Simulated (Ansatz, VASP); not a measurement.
**RbBr: VASP beside Ansatz**

Contents of INCAR:

```
SYSTEM = RbBr
PREC = Accurate
ENCUT = 500
EDIFF = 1E-6
ISMEAR = 0
SIGMA = 0.02
LREAL = .False.
LASPH = .True.
NELM = 120
ALGO = Normal
ISIF = 2
LWAVE = .False.
LCHARG = .False.
GGA = PS
NBANDS = 15
GGA_COMPAT = .False.
```

KPOINTS

```
Automatic mesh
0
Gamma
  6 6 6
  0 0 0
```

Contents of POSCAR:

```
RbBr
1.0
    0.0000000000      3.3225570368      3.3225570368
    3.3225570368      0.0000000000      3.3225570368
    3.3225570368      3.3225570368      0.0000000000
Rb Br
1 1
Direct
    0.0000000000      0.0000000000      0.0000000000
    0.5000000000      0.5000000000      0.5000000000
```

Input for Ansatz:

```yaml
crystal:
  lattice:
    - [0.0, 3.3225570368, 3.3225570368]
    - [3.3225570368, 0.0, 3.3225570368]
    - [3.3225570368, 3.3225570368, 0.0]
  atoms:
    - { symbol: Rb, position: [0.0, 0.0, 0.0] }
    - { symbol: Br, position: [0.5, 0.5, 0.5] }
basis:
  ecutwfc: 420
kpoints:
  mp_grid: { grid: [6, 6, 6] }
hamiltonian:
  xc: pbesol
scf:
  occupations: { method: gaussian, width: 0.02 }
output:
  forces: true
  stress: true
  eigenvalues: true
```

Alike in both runs: task single point; functional PBEsol; k mesh 6 × 6 × 6; occupations gaussian, width 0.02 eV; no spin polarisation.

|  | VASP | Ansatz |
| --- | --- | --- |
| version | VASP 6.6.1 | Ansatz 0.2.0 |
| potentials or method | VASP PAW PBE potentials, release 64 (Rb_sv, Br), cutoff 500 eV | scalar-relativistic, plane waves, PAW |
| valence electrons in the cell | 16 | 16 |

Ansatz gave:

```
gap on the k mesh at the Fermi level (eV) : 4.44
least direct gap on the mesh (eV)         : 4.44
pressure (GPa)                            : 1.5
```

**Question.** What did VASP give for the same quantities?

**Answer.** gap on the k mesh at the Fermi level (eV): 4.43; least direct gap on the mesh (eV): 4.43; pressure (GPa): 1.6.

VASP's potentials were made for PBE, not for PBEsol.
